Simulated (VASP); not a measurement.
Pd:

```xyz
1
Lattice="1.5450 1.5450 1.5450 -1.5450 1.5450 1.5450 -1.5450 -1.5450 1.5450" Properties=species:S:1:pos:R:3 pbc="T T T"
Pd    0.0000    0.0000    0.0000
```

```yaml
Program: VASP 6.6.1
Task: relaxation of cell and atoms
Functional: LDA
Potentials_or_basis: VASP PAW LDA potentials, release 64 (Pd)
Cutoff: 500 eV
k_mesh: 8 × 8 × 8
Occupations: fermi-dirac, width 0.1 eV
Spin: no spin polarisation
```

At the start: pressure -6.0 GPa; volume 14.75 Å³/atom.

**Question.** Where does the relaxation end?

**Answer.** Over 3 steps the energy falls by 8.4 meV/atom and the volume is 14.33 Å³/atom (-2.9 %); space group Im-3m (No. 229, to 0.05 Å).

Step by step:
| step | energy change (eV) | largest force (eV/Å) | pressure (GPa) | volume (Å³) |
| --- | --- | --- | --- | --- |
| 1 | 0.0000 | 0.0000 | -6.01 | 14.75 |
| 2 | 0.0189 | 0.0000 | 12.88 | 13.60 |
| 3 | -0.0084 | 0.0000 | -0.10 | 14.33 |

Final structure:
```cif
data_structure
_symmetry_space_group_name_H-M 'P 1'
_symmetry_Int_Tables_number 1
_cell_length_a 2.6500
_cell_length_b 2.6500
_cell_length_c 2.6500
_cell_angle_alpha 70.529
_cell_angle_beta 109.471
_cell_angle_gamma 70.529
_cell_volume 14.33
loop_
_atom_site_label
_atom_site_type_symbol
_atom_site_fract_x
_atom_site_fract_y
_atom_site_fract_z
_atom_site_occupancy
Pd1 Pd 0.00000 0.00000 0.00000 1
```
